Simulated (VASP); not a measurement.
## H3Se4: single point with r2SCAN

The system is H3Se4.

```xyz
7
Lattice="-0.0289 3.6022 -0.0457 6.0706 -0.0504 0.1906 -3.0624 1.8991 -5.7655" Properties=species:S:1:pos:R:3 pbc="T T T"
Se    2.1710    3.4809   -1.6006
Se    0.7023    1.9673   -4.2645
Se    5.1539    2.3394   -0.9668
Se   -2.0875    3.5417   -4.5341
H     3.1426    2.0758   -3.2028
H    -0.2687    3.4596   -2.6977
H     2.8778    2.1535    0.0023
```

```json
{"Program": "VASP 6.6.1", "Task": "single point", "Functional": "r2SCAN", "Potentials or basis": "VASP PAW PBE potentials, release 64 (Se, H)", "Cutoff": "520 eV", "k mesh": "5 × 4 × 3, shifted", "Occupations": "fermi-dirac, width 0.0162 eV", "Spin": "no spin polarisation", "Dipole correction": "no", "Further INCAR settings": "ALGO = Normal; EDIFF = 1e-07; NBANDS = 22"}
```

```
Pressure               : -9.8 GPa
Largest force          : 1.937 eV/Å
Band gap on the k mesh : zero (an odd number of electrons rules out a gap without spin polarisation)
```

Forces in eV/Å, atoms in the order of the input:
```
Se   0.620 -1.292  0.225
Se  -0.260 -0.258 -0.441
Se   0.685  1.464 -0.664
Se  -0.510 -1.262  0.779
H    0.632  1.515 -1.029
H   -0.684 -1.318  1.193
H   -0.483  1.151 -0.062
```

Stress tensor (GPa, compression positive):
```
 -8.16  -0.30   2.32
 -0.30  -7.79   2.65
  2.32   2.65 -13.49
```

Levels at points of the mesh, in eV from the Fermi level:
| k point | band 11 | band 12 | band 13 | band 14 | band 15 | band 16 | band 17 | band 18 |
| --- | --- | --- | --- | --- | --- | --- | --- | --- |
| (0.10, 0.12, 0.00) | -0.54 | -0.11 | 0.03 | 0.48 | 1.05 | 1.24 | 1.94 | 2.53 |

Wall time 11 min on 1 thread of AMD EPYC 7R43 64-Core Processor (Zen 3), with other jobs on the host, peak memory 0.27 GiB.

Caveat: the k points lie up to 0.37 Å⁻¹ apart, too coarse for converged energies and pressures of a metal; the PAW data sets were made with another functional, which shifts forces and pressure a little.
